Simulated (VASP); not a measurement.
# AlHCl4 (P-6m2) in VASP: single point with PBE

Aim: the single point of AlHCl4 with PBE.

All numbers are computed with VASP 6.6.1; they aren't measurements. Logs are shortened: lines on timing, memory, paths and dates and some standing lists are left out, and cuts for length are marked.

## Step 1: The cell of the first run

The structure is hexagonal, space group P-6m2 (No. 187). Conventional cell: a = 6.023 Å, b = 6.023 Å, c = 4.542 Å, α = 90.00°, β = 90.00°, γ = 120.00°. Within 4.6 Å of Al (site symmetry -6m2) lie 3 H at 3.48 Å and 15 Cl at 3.48 to 3.77 Å and 2 Al at 4.54 Å. H (site symmetry -6m2) has 9 Cl at 2.87 to 3.48 Å and 3 Al at 3.48 Å within 3.8 Å. Within 3.8 Å of Cl (site symmetry -6m2) lie 6 Cl at 2.85 Å and 3 Al at 3.48 Å and 3 H at 3.48 Å. Cl (site symmetry mm2) has 6 Cl at 2.85 to 3.03 Å and 2 H at 2.87 Å and 4 Al at 3.77 Å within 3.8 Å.

## Step 2: Single point, PBE

INCAR reads:

```
SYSTEM = AlHCl4
PREC = Accurate ; ENCUT = 520
EDIFF = 1E-6 ; ISMEAR = 0
SIGMA = 0.1 ; LREAL = .False.
LASPH = .True. ; NELM = 100
ALGO = Normal ; ISIF = 2
LWAVE = .False. ; LCHARG = .False.
GGA = PE ; NBANDS = 25
```

KPOINTS reads:

```
regular mesh
0
Gamma
  3 3 4
  0 0 0
```

POSCAR reads:

```
AlHCl4
1.0
    6.0234873200      0.0000000000      0.0000000000
   -3.0117436600      5.2164930400      0.0000000000
    0.0000000000      0.0000000000      4.5420366700
Al H Cl
1 1 4
Direct
    0.0000000000      0.0000000000      0.0000000000
    0.3333333300      0.6666666700      0.0000000000
    0.6666666700      0.3333333300      0.0000000000
    0.5009180000      0.0018360000      0.5000000000
    0.9981640000      0.4990820000      0.5000000000
    0.5009180000      0.4990820000      0.5000000000
```

Potentials or basis: VASP PAW PBE potentials, release 64 (Al, H, Cl).

Started as:

```sh
$ cat potpaw_PBE.64/Al/POTCAR potpaw_PBE.64/H/POTCAR potpaw_PBE.64/Cl/POTCAR > POTCAR
$ mpirun -np 1 vasp_std > vasp.out
```

OUTCAR:

```text
SYSTEM = AlHCl4
   PREC = Accurate
   ENCUT = 520
   EDIFF = 1E-6
   ISMEAR = 0
   LREAL = .False.
   LASPH = .True.
   NELM = 100
   ISIF = 2
   GGA = PE

 ion  position               nearest neighbor table
   1  0.000  0.000  0.000-
   2  0.333  0.667  0.000-
   3  0.667  0.333  0.000-
   4  0.501  0.002  0.500-
   5  0.998  0.499  0.500-
   6  0.501  0.499  0.500-

  LATTYP: Found a hexagonal cell.
 ALAT       =     6.0234873200
 C/A-ratio  =     0.7540543258

  Lattice vectors:

 A1 = (   6.0234873200,   0.0000000000,   0.0000000000)
 A2 = (  -3.0117436600,   5.2164930400,   0.0000000000)
 A3 = (   0.0000000000,   0.0000000000,   4.5420366700)

Analysis of symmetry for initial positions (statically):
=====================================================================
 Subroutine PRICEL returns:
 Original cell was already a primitive cell.

 Routine SETGRP: Setting up the symmetry group for a
 hexagonal supercell.

 Subroutine GETGRP returns: Found 12 space group operations
 (whereof 12 operations were pure point group operations)
 out of a pool of 24 trial point group operations.

The static configuration has the point symmetry D_3h.

Analysis of symmetry for dynamics (positions and initial velocities):
=====================================================================
 Subroutine PRICEL returns:
 Original cell was already a primitive cell.

 Routine SETGRP: Setting up the symmetry group for a
 hexagonal supercell.

 Subroutine GETGRP returns: Found 12 space group operations
 (whereof 12 operations were pure point group operations)
 out of a pool of 24 trial point group operations.

The dynamic configuration has the point symmetry D_3h.

 Subroutine INISYM returns: Found 12 space group operations
 (whereof 12 operations are pure point group operations),
 and found     1 'primitive' translations

----------------------------------------------------------------------------------------

                                     Primitive cell

  volume of cell :     142.7175

  direct lattice vectors                    reciprocal lattice vectors
     6.023487320  0.000000000  0.000000000     0.166016785  0.095849836  0.000000000
    -3.011743660  5.216493040  0.000000000     0.000000000  0.191699671  0.000000000
     0.000000000  0.000000000  4.542036670     0.000000000  0.000000000  0.220165550

  length of vectors
     6.023487320  6.023487321  4.542036670     0.191699671  0.191699671  0.220165550

  position of ions in fractional coordinates (direct lattice)
     0.000000000  0.000000000  0.000000000
     0.333333330  0.666666670  0.000000000
     0.666666670  0.333333330  0.000000000
     0.500918000  0.001836000  0.500000000
     0.998164000  0.499082000  0.500000000
     0.500918000  0.499082000  0.500000000

  ion indices of the primitive-cell ions
   primitive index   ion index
                 1           1
                 2           2
                 3           3
                 4           4
                 5           5
                 6           6

----------------------------------------------------------------------------------------

 KPOINTS: regular mesh

Automatic generation of k-mesh.
 Grid dimensions read from file:
 generate k-points for:    3    3    4

 Generating k-lattice:

  Cartesian coordinates                     Fractional coordinates (reciprocal lattice)
     0.055338928  0.031949945  0.000000000     0.333333333  0.000000000  0.000000000
     0.000000000  0.063899890  0.000000000     0.000000000  0.333333333  0.000000000
     0.000000000  0.000000000  0.055041387     0.000000000  0.000000000  0.250000000

  Length of vectors
     0.063899890  0.063899890  0.055041387

  Shift w.r.t. Gamma in fractional coordinates (k-lattice)
     0.000000000  0.000000000  0.000000000

 Subroutine IBZKPT returns following result:
 ===========================================

 Found      9 irreducible k-points:

 Following reciprocal coordinates:
            Coordinates               Weight
  0.000000  0.000000  0.000000      1.000000
  0.333333  0.000000  0.000000      6.000000
  0.333333  0.333333  0.000000      2.000000
  0.000000  0.000000  0.250000      2.000000
  0.333333  0.000000  0.250000     12.000000
  0.333333  0.333333  0.250000      4.000000
  0.000000  0.000000  0.500000      1.000000
  0.333333  0.000000  0.500000      6.000000
  0.333333  0.333333  0.500000      2.000000
   k-points           NKPTS =      9   k-points in BZ     NKDIM =      9   number of bands    NBANDS=     25
   number of dos      NEDOS =    301   number of ions     NIONS =      6
   total plane-waves  NPLWV =  82944
   dimension x,y,z NGX =    48 NGY =   48 NGZ =   36
   dimension x,y,z NGXF=    96 NGYF=   96 NGZF=   72
   ions per type =               1   1   4
   NGX,Y,Z   is equivalent  to a cutoff of  13.25, 13.25, 13.18 a.u.
   NGXF,Y,Z  is equivalent  to a cutoff of  26.50, 26.50, 26.35 a.u.
 SYSTEM =  AlHCl4
   PREC   = accura    normal or accurate (medium, high low for compatibility)
   ISTART =      0    job   : 0-new  1-cont  2-samecut
   ICHARG =      2    charge: 1-file 2-atom 10-const
   ISPIN  =      1    spin polarized calculation?
   LNONCOLLINEAR =      F non collinear calculations
   LSORBIT =      F    spin-orbit coupling
   LASPH  =      T    aspherical Exc in radial PAW
   ENCUT  =  520.0 eV  38.22 Ry    6.18 a.u.  11.20 11.20  8.45*2*pi/ulx,y,z
   NELM   =    100;   NELMIN=  2; NELMDL= -5     # of ELM steps
   EDIFF  = 0.1E-05   stopping-criterion for ELM
   LREAL  =      F    real-space projection
   EDIFFG = 0.1E-04   stopping-criterion for IOM
   NSW    =      0    number of steps for IOM
   IBRION =     -1    ionic relax: 0-MD 1-quasi-New 2-CG
   NFREE  =      0    steps in history (QN), initial steepest desc. (CG)
   ISIF   =      2    stress and relaxation
   ISYM   =      2    0-nonsym 1-usesym 2-fastsym
   POTIM  = 0.5000    time-step for ionic-motion
   TEBEG  =    0.0;   TEEND  =   0.0 temperature during run
   PSTRESS=    0.0 pullay stress
   NELECT =      32.0000    total number of electrons
   NUPDOWN=      -1.0000    fix difference up-down
   EMIN   =  10.00;   EMAX   =-10.00  energy-range for DOS
   EFERMI =   0.00;   METHOD = LEGACY
   ISMEAR =     0;   SIGMA  =   0.10  broadening in eV -4-tet -1-fermi 0-gaus
   EFERMI_NEDOS =   21; number of points for ismear=-14 and -15
   IALGO  =     38    algorithm
   IMIX   =      4    mixing-type and parameters
     AMIX     =   0.40;   BMIX     =  1.00
     AMIX_MAG =   1.60;   BMIX_MAG =  1.00
  volume/ion in A,a.u.               =      23.79       160.52
  Fermi-wavevector in a.u.,A,eV,Ry     =   0.994563  1.879452 13.458285  0.989156
  Thomas-Fermi vector in A             =   2.126523
   LORBIT       =      0    0 simple, 1 ext, 2 COOP (PROOUT), +10 PAW based schemes
   GGA     = PE    functional components
   LHFCALC =     F    Hartree Fock is set to
   AEXX    =    0.0000 exact exchange contribution
   IVDW    =     0    specifies the selected vdW correction
   LEPSILON=     F    determine dielectric tensor
   LRPA    =     F    only Hartree local field effects (RPA)
 non-spin polarized calculation
 Gauss-broadening in eV      SIGMA  =   0.10
  energy-cutoff  :      520.00
  volume of cell :      142.72
 maximum number of plane-waves:      3892
 NGX is ok and might be reduce to    48
   NGX = 23   NGY = 23   NGZ = 17

 number of electron      32.0000000 magnetization

 Free energy of the ion-electron system (eV)
  ---------------------------------------------------
  ext. energy  EPLUGINS =         0.00000000
  ---------------------------------------------------
  free energy    TOTEN  =        -9.33452342 eV

  energy without entropy =       -9.27966775  energy(sigma->0) =       -9.30709558

 E-fermi :   0.9526     XC(G=0):  -8.2824

 val. band max:        0.9153490391   @ k =   0.3333   0.0000   0.5000
 cond. band min:       0.9707596529   @ k =   0.3333   0.3333   0.5000
 fundamental gap:      0.0554106138
 Fermi energy:         0.9526490342

 k-point     1 :       0.0000    0.0000    0.0000
  band No.  band energies     occupation
      1     -14.3818      2.00000
      2     -12.6750      2.00000
      3     -12.6750      2.00000
      4     -12.4436      2.00000
      5      -3.5316      2.00000
      6      -3.3134      2.00000
[... 17 lines left out ...]
     24       9.3452      0.00000
     25       9.6286      0.00000

 k-point     2 :       0.3333    0.0000    0.0000
  band No.  band energies     occupation
      1     -14.2306      2.00000
      2     -13.0932      2.00000
      3     -12.6842      2.00000
      4     -12.2294      2.00000
      5      -3.2545      2.00000
      6      -3.1940      2.00000
[... 17 lines left out ...]
     24       9.6984      0.00000
     25       9.9749      0.00000

 k-point     3 :       0.3333    0.3333    0.0000
  band No.  band energies     occupation
      1     -14.1261      2.00000
      2     -13.2693      2.00000
      3     -12.6961      2.00000
      4     -12.1767      2.00000
      5      -3.1243      2.00000
      6      -3.1002      2.00000
[... 17 lines left out ...]
     24      10.4302      0.00000
     25      10.4610      0.00000

 k-point     4 :       0.0000    0.0000    0.2500
  band No.  band energies     occupation
      1     -14.1739      2.00000
      2     -12.7374      2.00000
      3     -12.6560      2.00000
      4     -12.6560      2.00000
      5      -4.1589      2.00000
      6      -2.5406      2.00000
[... 17 lines left out ...]
     24       9.9390      0.00000
     25      10.0640      0.00000

 k-point     5 :       0.3333    0.0000    0.2500
  band No.  band energies     occupation
      1     -14.0126      2.00000
      2     -13.0774      2.00000
      3     -12.6648      2.00000
      4     -12.5445      2.00000
      5      -3.6410      2.00000
      6      -3.0518      2.00000
[... 17 lines left out ...]
     24       9.7455      0.00000
     25      10.5437      0.00000

 k-point     6 :       0.3333    0.3333    0.2500
  band No.  band energies     occupation
      1     -13.8933      2.00000
      2     -13.2437      2.00000
      3     -12.6758      2.00000
      4     -12.5238      2.00000
      5      -3.1353      2.00000
      6      -2.9990      2.00000
[... 17 lines left out ...]
     24      10.2419      0.00000
     25      10.5975      0.00000

 k-point     7 :       0.0000    0.0000    0.5000
  band No.  band energies     occupation
      1     -13.8180      2.00000
      2     -13.1782      2.00000
      3     -12.6367      2.00000
      4     -12.6367      2.00000
      5      -4.1942      2.00000
      6      -2.8525      2.00000
[... 17 lines left out ...]
     24      11.0147      0.00000
     25      11.0187      0.00000

 k-point     8 :       0.3333    0.0000    0.5000
  band No.  band energies     occupation
      1     -13.6081      2.00000
      2     -13.1735      2.00000
      3     -12.9300      2.00000
      4     -12.6451      2.00000
      5      -3.6028      2.00000
      6      -3.3270      2.00000
[... 17 lines left out ...]
     24       9.8494      0.00000
     25      10.2960      0.00000

 k-point     9 :       0.3333    0.3333    0.5000
  band No.  band energies     occupation
      1     -13.3552      2.00000
      2     -13.2177      2.00000
      3     -13.1712      2.00000
      4     -12.6552      2.00000
      5      -3.2642      2.00000
      6      -3.0766      2.00000
[... 17 lines left out ...]
     24       9.9388      0.00000
     25      10.0341      0.00000

------------------------ aborting loop because EDIFF is reached ----------------------------------------

  FORCE on cell =-STRESS in cart. coord.  units (eV):
  Direction    XX          YY          ZZ          XY          YZ          ZX
  --------------------------------------------------------------------------------------
  -------------------------------------------------------------------------------------
  Total        0.0608227      0.0608227     -0.0707660      0.0000000      0.0000000      0.0000000
  in kB        0.6828092      0.6828092     -0.7944340      0.0000000      0.0000000      0.0000000
  external PRESSURE =       0.1903948 kB  Pullay stress =       0.0000000 kB

 VOLUME and BASIS-vectors are now :
 -----------------------------------------------------------------------------
  energy-cutoff  :      520.00
  volume of cell :      142.72
      direct lattice vectors                 reciprocal lattice vectors
     6.023487320  0.000000000  0.000000000     0.166016785  0.095849836  0.000000000
    -3.011743660  5.216493040  0.000000000     0.000000000  0.191699671  0.000000000
     0.000000000  0.000000000  4.542036670     0.000000000  0.000000000  0.220165550

 POSITION                                       TOTAL-FORCE (eV/Angst)
 -----------------------------------------------------------------------------------
      0.00000      0.00000      0.00000         0.000000     -0.000000      0.000000
     -0.00000      3.47766      0.00000         0.000000      0.000000      0.000000
      3.01174      1.73883      0.00000         0.000000      0.000000      0.000000
      3.01174      0.00958      2.27102        -0.000000     -0.571213      0.000000
      4.50932      2.60346      2.27102         0.494685      0.285606     -0.000000
      1.51417      2.60346      2.27102        -0.494685      0.285606     -0.000000
 -----------------------------------------------------------------------------------
    total drift:                               -0.000031      0.000018      0.000000

  FREE ENERGIE OF THE ION-ELECTRON SYSTEM (eV)
  ---------------------------------------------------
  free  energy   TOTEN  =        -9.3345234162 eV

  energy  without entropy=       -9.2796677480  energy(sigma->0) =       -9.30709558
```

Wall time 23 s (1 thread of Intel Xeon 6975P-C (Granite Rapids), shared host); peak memory 0.26 GiB.

What came out:

| Item | Value |
| --- | --- |
| Free energy | -9.3345 eV |
| Pressure | 0.0 GPa |
| Largest force | 0.571 eV/Å |
| Band gap on the k mesh | zero (band 16 reaches 1.07 eV, above the bottom of band 17 at 0.92 eV) |

Forces on the atoms (eV/Å):
```
Al   0.000  0.000  0.000
H    0.000  0.000  0.000
Cl   0.000  0.000  0.000
Cl   0.000 -0.571  0.000
Cl   0.495  0.286  0.000
Cl  -0.495  0.286  0.000
```

Caveat: the k points lie up to 0.40 Å⁻¹ apart.
